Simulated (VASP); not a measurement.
Runs of VASP 6.6.1 on C. The structure is that of space group P6_3/mmc (No. 194), or close to it. The cells are those of the table. 

```csv
task,cell,cutoff (eV),gap on the mesh (eV),pressure (GPa)
single point,"a = 1.565, b = 1.565, c = 4.112 Å, angles 90.0, 90.0, 120.0°, 2 atoms",520,none,(a)
relaxation of cell and atoms,"relaxed to 190 GPa from a = 1.850, b = 1.850, c = 2.997 Å, angles 90.0, 90.0, 120.0°, 2 atoms",600,none,190.0
relaxation of cell and atoms,"relaxed to 190 GPa from a = 1.565, b = 1.565, c = 4.112 Å, angles 90.0, 90.0, 120.0°, 2 atoms",600,none,190.0
single point,"a = 1.565, b = 1.565, c = 4.116 Å, angles 90.0, 90.0, 120.0°, 2 atoms",520,none,190.5
```

Alike in all rows: level PBE; potentials or basis VASP PAW PBE potentials, release 64 (C); no spin polarisation; k mesh 25 × 25 × 13; smearing fermi-dirac 0.08 eV.

Q: Estimate the missing entries.

A: (a) 190.3.

Caveats: the cell is relaxed towards a set pressure, so the enthalpy falls and the energy may rise (some runs).

A gap of «none» marks levels without a gap at the run's occupations.
